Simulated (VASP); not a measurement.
Runs of VASP 6.6.1 on ZrO. The structure is that of space group P4_2/mmc (No. 131), or close to it. The cells are those of the table. 

| task | spin | cell | k mesh | cutoff (eV) | gap on the mesh (eV) | pressure (GPa) |
| --- | --- | --- | --- | --- | --- | --- |
| single point | off | a = 3.172, b = 3.172, c = 6.043 Å, 4 atoms | 12 × 12 × 10 | 520 | none | (a) |
| relaxation of cell and atoms | off | relaxed from a = 3.664, b = 3.664, c = 5.182 Å, 4 atoms | 12 × 12 × 10 | 600 | none | 0.0 |
| single point | collinear | a = 3.664, b = 3.664, c = 5.182 Å, 4 atoms | 6 × 6 × 4 | 520 | none | -2.2 |
| single point | off | a = 3.664, b = 3.664, c = 5.182 Å, 4 atoms | 6 × 6 × 4 | 520 | none | -2.7 |

Alike in all rows: level PBE; potentials or basis VASP PAW PBE potentials, release 64 (Zr_sv, O); smearing gaussian 0.1 eV.

Task: Fill in the values left out.

Result: (a) 0.2.

Caveats: the stress differs along the axes, from -9 to 11 GPa (at least some runs); a cell axis changed by over 15 % at a fixed basis, so the end point is rough (at least some runs).

A k mesh can miss the band edges, and the runs leave out spin-orbit coupling on Zr.

A gap of «none» marks levels without a gap at the run's occupations.
